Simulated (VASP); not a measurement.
Write the native input for VASP 6.6.1 that does the following.

| Item | Value |
| --- | --- |
| Task | single point |
| Functional | revPBE |
| Potentials or basis | VASP PAW PBE potentials, release 64 (Zr_sv) |
| Cutoff | 520 eV |
| k mesh | 12 × 12 × 12 |
| Occupations | fermi-dirac, width 0.1 eV |
| Spin | no spin polarisation |
| Dipole correction | no |
| Further INCAR settings | ALGO = Normal; EDIFF = 1e-06; NBANDS = 12 |

The structure of Zr lies in POSCAR:

```
Zr
1.0
    3.0099364560      0.0000000000      0.0000000000
    0.0000000000      3.0099364560      0.0000000000
    0.0000000000      0.0000000000      3.0099364560
Zr
1
Direct
    0.0000000000      0.0000000000      0.0000000000
```

This cell differs from its parent crystal: volume scaled by 1.08.

These files were run (other wordings do the same):

INCAR

```
SYSTEM = Zr
ALGO = Normal
EDIFF = 1E-6
ENCUT = 520
GGA = RE
ISIF = 2
ISMEAR = -1
LASPH = .TRUE.
LCHARG = .FALSE.
LREAL = .FALSE.
LWAVE = .FALSE.
NBANDS = 12
NELM = 100
PREC = Accurate
SIGMA = 0.1
```

KPOINTS

```
k-points
0
G
  12 12 12
  0 0 0
```

Potentials or basis: VASP PAW PBE potentials, release 64 (Zr_sv).

Command:

```sh
$ cat potpaw_PBE.64/Zr_sv/POTCAR > POTCAR
$ mpirun -np 1 vasp_std > vasp.out
```

Results of the run:

The pressure is -4.0 GPa and the band gap on the k mesh is zero (band 6 reaches 7.91 eV, above the bottom of band 7 at 5.64 eV).

Caveat: the PAW data sets were made with another functional, which shifts forces and pressure a little.

Wall time 50 s on 1 thread of AMD EPYC 7R13 (shared host), peak memory 0.12 GiB.
